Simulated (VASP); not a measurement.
Input of a VASP 6.6.1 run:

POSCAR

```
Cd
1.0
   -1.7843200000      1.7843200000      1.7843200000
    1.7843200000     -1.7843200000      1.7843200000
    1.7843200000      1.7843200000     -1.7843200000
Cd
1
Direct
    0.0000000000      0.0000000000      0.0000000000
```

File INCAR.step1:

```
ALGO = Normal
EDIFF = 1E-4
ENCUT = 600
GGA = PE
ISMEAR = 0
LASPH = T
LCHARG = F
LREAL = F
LWAVE = T
NELM = 100
PREC = Accurate
SIGMA = 0.05
```

INCAR.step2

```
ALGO = Normal
EDIFF = 1E-6
EDIFFG = -0.01
ENCUT = 600
IBRION = 2
ISIF = 3
ISMEAR = 0
ISTART = 1
LASPH = T
LCHARG = F
LMIXTAU = T
LREAL = F
LWAVE = F
METAGGA = R2SCAN
NELM = 100
NSW = 60
PREC = Accurate
SIGMA = 0.05
```

The input KPOINTS:

```
k-points
0
Gamma
  8 8 8
```

Potentials or basis: VASP PAW PBE potentials, release 64 (Cd).

The run is started by

```console
$ cat potpaw_PBE.64/Cd/POTCAR > POTCAR
$ cp INCAR.step1 INCAR
$ mpirun -np 1 vasp_std > vasp.out
$ cp INCAR.step2 INCAR
$ mpirun -np 1 vasp_std > vasp.out
```

Problem. What does it give for the relaxed cell?

Solution. a = 3.055 Å, b = 3.055 Å, c = 3.055 Å, α = 109.47°, β = 109.47°, γ = 109.47°.

Problem. Predict the band gap on the k mesh.

Solution. Zero (bands 6 and 7 overlap by 4.53 eV).

Problem. Estimate the space group after relaxing (to 0.1 Å).

Solution. Im-3m (No. 229).

Problem. What does it give for the relaxed volume?

Solution. 21.95 Å³/atom.

The path:
| step | energy change (eV) | largest force (eV/Å) | pressure (GPa) | volume (Å³) |
| --- | --- | --- | --- | --- |
| 1 | 0.0000 | 0.0000 | -1.79 | 22.72 |
| 2 | -0.0044 | 0.0000 | 0.12 | 21.90 |
| 3 | -0.0044 | 0.0000 | -0.01 | 21.95 |

Caveat: the PAW data sets were made with another functional, which shifts forces and pressure a little.
